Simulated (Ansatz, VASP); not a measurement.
## Li3ZrN2 in VASP and in Ansatz

```
Li Zr N
1.0
     6.13140    0.00000    0.00000
    -3.06570    5.30995    0.00000
     0.00000    0.00000    2.58972
Li Zr N
3 1 2
Cartesian
  3.0657 0.0000 0.0000
  -1.5328 2.6550 0.0000
  1.5328 2.6550 0.0000
  0.0000 0.0000 0.0000
  0.0000 3.5400 0.0000
  3.0657 1.7700 0.0000
```

Alike in both runs: functional PBE; k mesh 3 × 3 × 3; occupations gaussian, width 0.15 eV; no spin polarisation.

Ansatz relaxed the structure, and its values are those at the end. VASP's run is a single point on that final structure, the one shown.

|  | VASP | Ansatz |
| --- | --- | --- |
| version | VASP 6.6.1 | Ansatz 0.2.0 |
| potentials or method | VASP PAW PBE potentials, release 64 (Li_sv, Zr_sv, N), cutoff 750 eV | scalar-relativistic, plane waves, PAW |
| valence electrons in the cell | 31 | 31 |

Ansatz gave:

| Property | Result |
| --- | --- |
| gap on the k mesh at the Fermi level (eV) | none |
| pressure (GPa) | -0.4 |

Problem. What did VASP give for the same quantities?

Solution. gap on the k mesh at the Fermi level (eV): none; pressure (GPa): -0.2.

A gap of «none» marks a metal or a gap that the smearing closes.

The k mesh is coarse, so the values compare programs but aren't converged.
